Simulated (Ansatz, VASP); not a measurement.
## Ga2GeTeSe in VASP and in Ansatz

```
CELL_PARAMETERS angstrom
5.26312 0.00000 0.00000
0.00000 5.26312 0.00000
0.00000 0.00000 5.27758
ATOMIC_POSITIONS crystal
Ga 0.00000 0.50000 0.50000
Ga 0.50000 0.00000 0.50000
Ge 0.50000 0.50000 0.00000
Te 0.00000 0.00000 0.00000
Se 0.50000 0.50000 0.50000
```

Change from the starting cell: species swapped into the CsHgBr2Cl type (P4/mmm, No. 123).

Alike in both runs: functional PBE; k mesh 8 × 8 × 8; occupations gaussian, width 0.1 eV; no spin polarisation.

Ansatz relaxed the structure, and its values are those at the end. VASP's run is a single point on that final structure, the one shown.

```csv
,VASP,Ansatz
version,VASP 6.6.1,Ansatz 0.2.0
potentials or method,"VASP PAW PBE potentials, release 64 (Ga_d, Ge_d, Te, Se), cutoff 520 eV","scalar-relativistic, plane waves, PAW"
valence electrons in the cell,52,72
```

```tsv
	VASP	Ansatz	Ansatz less VASP
gap on the k mesh at the Fermi level (eV)	none	none	-
pressure (GPa)	0.0	0.0	-0.04
```

A gap of «none» marks a metal or a gap that the smearing closes. VASP's potentials hold 52 valence electrons a cell and Ansatz's 72, so a difference there can come from the potentials and not from the codes.

Neither program's run includes spin-orbit coupling.
